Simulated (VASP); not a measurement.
# BeSn2 (P-3m1) in VASP: density of states with PBE

Aim: the density of states of BeSn2 with PBE.

Program: VASP 6.6.1. These are calculated values, not measurements. Logs are shortened: lines on timing, memory, paths and dates and some standing lists are left out, and cuts for length are marked.

### 1 The cell of the first run

Symmetry: P-3m1, No. 164, trigonal system. Conventional cell: a = 3.944 Å, b = 3.944 Å, c = 4.927 Å, α = 90.00°, β = 90.00°, γ = 120.00°. Be (site symmetry -3m) has 6 Sn at 2.59 Å within 3.4 Å. Within 3.4 Å of Sn (site symmetry 3m) lie 3 Be at 2.59 Å and 6 Sn at 3.35 to 3.36 Å.

### 2 Density of states, PBE

POSCAR

```
BeSn2
1.0
    3.9443776601      0.0000000000      0.0000000000
   -1.9721888300      3.4159312558      0.0000000000
    0.0000000000      0.0000000000      4.9272660560
Be Sn
1 2
Direct
    0.0000000000      0.0000000000      0.5000000000
    0.3333333333      0.6666666667      0.7488178296
    0.6666666667      0.3333333333      0.2511821704
```

INCAR.step1

```
SYSTEM = BeSn2
ALGO     = Fast           ! electronic algorithm
EDIFF    = 1E-6           ! SCF threshold, eV
ENCUT    = 520            ! plane-wave cutoff, eV
GGA      = PE             ! functional
ISIF     = 2              ! what is computed and relaxed
ISMEAR   = 0              ! smearing method
LASPH    = .True.         ! aspherical terms in the spheres
LCHARG   = .True.         ! write CHGCAR
LREAL    = .False.        ! projectors in reciprocal space
LWAVE    = .False.        ! write WAVECAR
NBANDS   = 22             ! bands
NELM     = 60             ! most SCF steps
PREC     = Accurate       ! precision mode
SIGMA    = 0.1            ! smearing width, eV
```

KPOINTS.step1

```
k-points
0
Gamma
  12 12 10
  0 0 0
```

INCAR.step2

```
SYSTEM = BeSn2
ALGO     = Fast           ! electronic algorithm
EDIFF    = 1E-6           ! SCF threshold, eV
ENCUT    = 520            ! plane-wave cutoff, eV
GGA      = PE             ! functional
ICHARG   = 11             ! starting density
ISIF     = 2              ! what is computed and relaxed
ISMEAR   = -5             ! smearing method
LASPH    = .True.         ! aspherical terms in the spheres
LCHARG   = .False.        ! write CHGCAR
LORBIT   = 11             ! projections on sites
LREAL    = .False.        ! projectors in reciprocal space
LWAVE    = .False.        ! write WAVECAR
NBANDS   = 22             ! bands
NEDOS    = 1001           ! points of the DOS
NELM     = 60             ! most SCF steps
PREC     = Accurate       ! precision mode
SIGMA    = 0.1            ! smearing width, eV
```

KPOINTS.step2

```
k-points
0
Gamma
  18 18 15
  0 0 0
```

Potentials or basis: VASP PAW PBE potentials, release 64 (Be, Sn_d).

The run is started by

```bash
$ cat potpaw_PBE.64/Be/POTCAR potpaw_PBE.64/Sn_d/POTCAR > POTCAR
$ cp INCAR.step1 INCAR
$ cp KPOINTS.step1 KPOINTS
$ mpirun -np 1 vasp_std > vasp.out
$ cp INCAR.step2 INCAR
$ cp KPOINTS.step2 KPOINTS
$ mpirun -np 1 vasp_std > vasp.out
```

OUTCAR:

```text
SYSTEM = BeSn2
   EDIFF = 1E-6
   ENCUT = 520
   GGA = PE
   ICHARG = 11
   ISIF = 2
   ISMEAR = -5
   LASPH = .True.
   LORBIT = 11
   LREAL = .False.
   NELM = 60
   PREC = Accurate

 ion  position               nearest neighbor table
   1  0.000  0.000  0.500-   2 2.59   3 2.59   3 2.59   2 2.59   3 2.59   2 2.59
   2  0.333  0.667  0.749-   1 2.59   1 2.59   1 2.59   3 3.35   3 3.35   3 3.35   3 3.36   3 3.36
                             3 3.36
   3  0.667  0.333  0.251-   1 2.59   1 2.59   1 2.59   2 3.35   2 3.35   2 3.35   2 3.36   2 3.36
                             2 3.36

  LATTYP: Found a hexagonal cell.
 ALAT       =     3.9443776601
 C/A-ratio  =     1.2491871927

  Lattice vectors:

 A1 = (   3.9443776601,   0.0000000000,   0.0000000000)
 A2 = (  -1.9721888300,   3.4159312558,   0.0000000000)
 A3 = (   0.0000000000,   0.0000000000,   4.9272660560)

Analysis of symmetry for initial positions (statically):
=====================================================================
 Subroutine PRICEL returns:
 Original cell was already a primitive cell.

 Routine SETGRP: Setting up the symmetry group for a
 hexagonal supercell.

 Subroutine GETGRP returns: Found 12 space group operations
 (whereof 12 operations were pure point group operations)
 out of a pool of 24 trial point group operations.

The static configuration has the point symmetry D_3d.

Analysis of symmetry for dynamics (positions and initial velocities):
=====================================================================
 Subroutine PRICEL returns:
 Original cell was already a primitive cell.

 Routine SETGRP: Setting up the symmetry group for a
 hexagonal supercell.

 Subroutine GETGRP returns: Found 12 space group operations
 (whereof 12 operations were pure point group operations)
 out of a pool of 24 trial point group operations.

The dynamic configuration has the point symmetry D_3d.

 Subroutine INISYM returns: Found 12 space group operations
 (whereof 12 operations are pure point group operations),
 and found     1 'primitive' translations

----------------------------------------------------------------------------------------

                                     Primitive cell

  volume of cell :      66.3886

  direct lattice vectors                    reciprocal lattice vectors
     3.944377660  0.000000000  0.000000000     0.253525419  0.146372969  0.000000000
    -1.972188830  3.415931256  0.000000000     0.000000000  0.292745938  0.000000000
     0.000000000  0.000000000  4.927266056     0.000000000  0.000000000  0.202952304

  length of vectors
     3.944377660  3.944377660  4.927266056     0.292745938  0.292745938  0.202952304

  position of ions in fractional coordinates (direct lattice)
     0.000000000  0.000000000  0.500000000
     0.333333333  0.666666667  0.748817830
     0.666666667  0.333333333  0.251182170

  ion indices of the primitive-cell ions
   primitive index   ion index
                 1           1
                 2           2
                 3           3

----------------------------------------------------------------------------------------

 KPOINTS: k-points

Automatic generation of k-mesh.
 Grid dimensions read from file:
 generate k-points for:   18   18   15

 Generating k-lattice:

  Cartesian coordinates                     Fractional coordinates (reciprocal lattice)
     0.014084746  0.008131832  0.000000000     0.055555556  0.000000000  0.000000000
     0.000000000  0.016263663  0.000000000     0.000000000  0.055555556  0.000000000
     0.000000000  0.000000000  0.013530154     0.000000000  0.000000000  0.066666667

  Length of vectors
     0.016263663  0.016263663  0.013530154

  Shift w.r.t. Gamma in fractional coordinates (k-lattice)
     0.000000000  0.000000000  0.000000000

 TETIRR: Found   7152 inequivalent tetrahedra from    29160

 Subroutine IBZKPT returns following result:
 ===========================================

 Found    485 irreducible k-points:

 Following reciprocal coordinates:
            Coordinates               Weight
  0.000000  0.000000  0.000000      1.000000
  0.055556 -0.000000  0.000000      6.000000
  0.111111 -0.000000  0.000000      6.000000
  0.166667 -0.000000  0.000000      6.000000
  0.222222 -0.000000  0.000000      6.000000
  0.277778 -0.000000  0.000000      6.000000
[... 16 lines left out ...]
  0.333333  0.111111  0.000000     12.000000
  0.388889  0.111111  0.000000     12.000000
 [... further k-points ...]
   k-points           NKPTS =    485   k-points in BZ     NKDIM =    485   number of bands    NBANDS=     22
   number of dos      NEDOS =   1001   number of ions     NIONS =      3
   total plane-waves  NPLWV =  36000
   dimension x,y,z NGX =    30 NGY =   30 NGZ =   40
   dimension x,y,z NGXF=    60 NGYF=   60 NGZF=   80
   ions per type =               1   2
   NGX,Y,Z   is equivalent  to a cutoff of  12.64, 12.64, 13.50 a.u.
   NGXF,Y,Z  is equivalent  to a cutoff of  25.29, 25.29, 26.99 a.u.
 SYSTEM =  BeSn2
   PREC   = accura    normal or accurate (medium, high low for compatibility)
   ISTART =      0    job   : 0-new  1-cont  2-samecut
   ICHARG =     11    charge: 1-file 2-atom 10-const
   ISPIN  =      1    spin polarized calculation?
   LNONCOLLINEAR =      F non collinear calculations
   LSORBIT =      F    spin-orbit coupling
   LASPH  =      T    aspherical Exc in radial PAW
   ENCUT  =  520.0 eV  38.22 Ry    6.18 a.u.   7.33  7.33  9.16*2*pi/ulx,y,z
   NELM   =     60;   NELMIN=  2; NELMDL=  0     # of ELM steps
   EDIFF  = 0.1E-05   stopping-criterion for ELM
   LREAL  =      F    real-space projection
   EDIFFG = 0.1E-04   stopping-criterion for IOM
   NSW    =      0    number of steps for IOM
   IBRION =     -1    ionic relax: 0-MD 1-quasi-New 2-CG
   NFREE  =      0    steps in history (QN), initial steepest desc. (CG)
   ISIF   =      2    stress and relaxation
   ISYM   =      2    0-nonsym 1-usesym 2-fastsym
   POTIM  = 0.5000    time-step for ionic-motion
   TEBEG  =    0.0;   TEEND  =   0.0 temperature during run
   PSTRESS=    0.0 pullay stress
   NELECT =      30.0000    total number of electrons
   NUPDOWN=      -1.0000    fix difference up-down
   EMIN   =  10.00;   EMAX   =-10.00  energy-range for DOS
   EFERMI =   0.00;   METHOD = LEGACY
   ISMEAR =    -5;   SIGMA  =   0.10  broadening in eV -4-tet -1-fermi 0-gaus
   EFERMI_NEDOS =   21; number of points for ismear=-14 and -15
   IALGO  =     68    algorithm
   IMIX   =      4    mixing-type and parameters
     AMIX     =   0.40;   BMIX     =  1.00
     AMIX_MAG =   1.60;   BMIX_MAG =  1.00
  volume/ion in A,a.u.               =      22.13       149.34
  Fermi-wavevector in a.u.,A,eV,Ry     =   1.256273  2.374012 21.473013  1.578222
  Thomas-Fermi vector in A             =   2.389989
   LORBIT       =     11    0 simple, 1 ext, 2 COOP (PROOUT), +10 PAW based schemes
   GGA     = PE    functional components
   LHFCALC =     F    Hartree Fock is set to
   AEXX    =    0.0000 exact exchange contribution
   IVDW    =     0    specifies the selected vdW correction
   LEPSILON=     F    determine dielectric tensor
   LRPA    =     F    only Hartree local field effects (RPA)
 non-spin polarized calculation
 RMM-DIIS sequential band-by-band and
 Fermi weights with tetrahedron method with Bloechl corrections
  energy-cutoff  :      520.00
  volume of cell :       66.39
 maximum number of plane-waves:      1825
 NGX is ok and might be reduce to    30

 number of electron      30.0000009 magnetization

 Free energy of the ion-electron system (eV)
  ---------------------------------------------------
  ext. energy  EPLUGINS =         0.00000000
  ---------------------------------------------------
  free energy    TOTEN  =       -10.56307816 eV

  energy without entropy =      -10.56307816  energy(sigma->0) =      -10.56307816

 E-fermi :   6.9469     XC(G=0): -10.0766

 val. band max:        7.0066147526   @ k =   0.0000   0.2222   0.3333
 cond. band min:       6.8195164339   @ k =   0.2778   0.0556   0.2000
 fundamental gap:     -0.1870983187
 Fermi energy:         6.9468653446

 k-point     1 :       0.0000    0.0000    0.0000
  band No.  band energies     occupation
      1     -14.3213      2.00000
      2     -14.3213      2.00000
      3     -14.3047      2.00000
      4     -14.2551      2.00000
      5     -14.2551      2.00000
      6     -14.2349      2.00000
[... 14 lines left out ...]
     21      14.7240      0.00000
     22      14.7457      0.00000

 k-point     2 :       0.0556   -0.0000    0.0000
  band No.  band energies     occupation
      1     -14.3225      2.00000
      2     -14.3214      2.00000
      3     -14.3044      2.00000
      4     -14.2576      2.00000
      5     -14.2538      2.00000
      6     -14.2339      2.00000
[... 14 lines left out ...]
     21      14.3913      0.00000
     22      14.5943      0.00000

 k-point     3 :       0.1111   -0.0000    0.0000
  band No.  band energies     occupation
      1     -14.3260      2.00000
      2     -14.3220      2.00000
      3     -14.3035      2.00000
      4     -14.2625      2.00000
      5     -14.2505      2.00000
      6     -14.2322      2.00000
[... 14 lines left out ...]
     21      13.5477      0.00000
     22      14.2894      0.00000
[... 476 lines left out ...]
 k-point    23 :       0.3333    0.1111    0.0000
  band No.  band energies     occupation
      1     -14.3588      2.00000
      2     -14.3195      2.00000
      3     -14.3040      2.00000
      4     -14.2688      2.00000
      5     -14.2302      2.00000
      6     -14.2260      2.00000
[... 14 lines left out ...]
     21      14.6852      0.00000
     22      15.2478      0.00000

 k-point    24 :       0.3889    0.1111    0.0000
  band No.  band energies     occupation
      1     -14.3617      2.00000
      2     -14.3203      2.00000
      3     -14.3037      2.00000
      4     -14.2659      2.00000
      5     -14.2310      2.00000
      6     -14.2294      2.00000
[... 14 lines left out ...]
     21      15.1058      0.00000
     22      15.2366      0.00000

 [... further k-points ...]
[... 5 lines left out ...]
  --------------------------------------------------------------------------------------
  -------------------------------------------------------------------------------------
  Total        0.0160258      0.0160258      0.0445896      0.0000000      0.0000000     -0.0000000
  in kB        0.3867558      0.3867558      1.0760941      0.0000000      0.0000000     -0.0000000
  external PRESSURE =       0.6165352 kB  Pullay stress =       0.0000000 kB

 VOLUME and BASIS-vectors are now :
 -----------------------------------------------------------------------------
  energy-cutoff  :      520.00
  volume of cell :       66.39
      direct lattice vectors                 reciprocal lattice vectors
     3.944377660  0.000000000  0.000000000     0.253525419  0.146372969  0.000000000
    -1.972188830  3.415931256  0.000000000     0.000000000  0.292745938  0.000000000
     0.000000000  0.000000000  4.927266056     0.000000000  0.000000000  0.202952304

 POSITION                                       TOTAL-FORCE (eV/Angst)
 -----------------------------------------------------------------------------------
      0.00000      0.00000      2.46363         0.000000      0.000000      0.000000
     -0.00000      2.27729      3.68962        -0.000000     -0.000000     -0.038856
      1.97219      1.13864      1.23764         0.000000      0.000000      0.038856
 -----------------------------------------------------------------------------------
    total drift:                               -0.000000      0.000000     -0.000000

  FREE ENERGIE OF THE ION-ELECTRON SYSTEM (eV)
  ---------------------------------------------------
  free  energy   TOTEN  =       -10.5630781647 eV

  energy  without entropy=      -10.5630781647  energy(sigma->0) =      -10.56307816

 total charge

# of ion       s       p       d       tot
------------------------------------------
    1        0.417   0.569   0.000   0.986
    2        1.234   1.010   9.979  12.223
    3        1.234   1.010   9.979  12.223
--------------------------------------------------
tot          2.885   2.590  19.957  25.432
```

It took 12 min on 1 thread of Oxide Virtual Turin-like, shared host; peak memory 0.64 GiB.

Results:

* Valence electrons inside the program's atomic spheres: Be 0.99; Sn 12.22

Levels at points of the mesh, in eV from the Fermi level:
```csv
k point,band 12,band 13,band 14,band 15,band 16,band 17,band 18,band 19
"(0.00, 0.00, 0.00)",-5.05,-3.48,1.45,1.45,1.88,1.88,4.67,5.16
"(0.50, 0.00, 0.00)",-6.89,-2.11,-1.55,-1.23,-0.93,1.04,2.97,4.63
```

Caveat: spin-orbit coupling is left out, which moves the levels of the heavy elements; tetrahedron occupations give inexact forces and stress in metals.
